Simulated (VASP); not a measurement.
Here is a VASP 6.6.1 calculation.

The input INCAR:

```
PREC = Accurate
ENCUT = 500
EDIFF = 1E-6
ISMEAR = 0
SIGMA = 0.1
LREAL = False
LASPH = True
NELM = 120
ALGO = Normal
ISIF = 2
LWAVE = False
LCHARG = False
GGA = PE
NBANDS = 21
GGA_COMPAT = False
```

File KPOINTS:

```
regular mesh
0
Gamma
  16 16 8
```

Contents of POSCAR:

```
Ir2Pt
1.0
    2.7095898907      0.0000000000      0.0000000000
    0.0000000000      2.7095898907      0.0000000000
    0.0000000000      0.0000000000      6.4854602733
Ir Pt
2 1
Direct
    0.5000000000      0.5000000000      0.3122453765
    0.5000000000      0.5000000000      0.6877546235
    0.0000000000      0.0000000000      0.0000000000
```

Potentials or basis: VASP PAW PBE potentials, release 64 (Ir, Pt).

Command:

```console
$ cat potpaw_PBE.64/Ir/POTCAR potpaw_PBE.64/Pt/POTCAR > POTCAR
$ mpirun -np 1 vasp_std > vasp.out
```

(1) Estimate the largest force.

(2) Predict the band gap on the k mesh.

(3) What does it give for the pressure?

Results:

(1) 0.031 eV/Å.

(2) zero (bands 14 and 15 overlap by 2.88 eV).

(3) -0.1 GPa.

Caveat: spin-orbit coupling is left out, which moves the levels of the heavy elements.
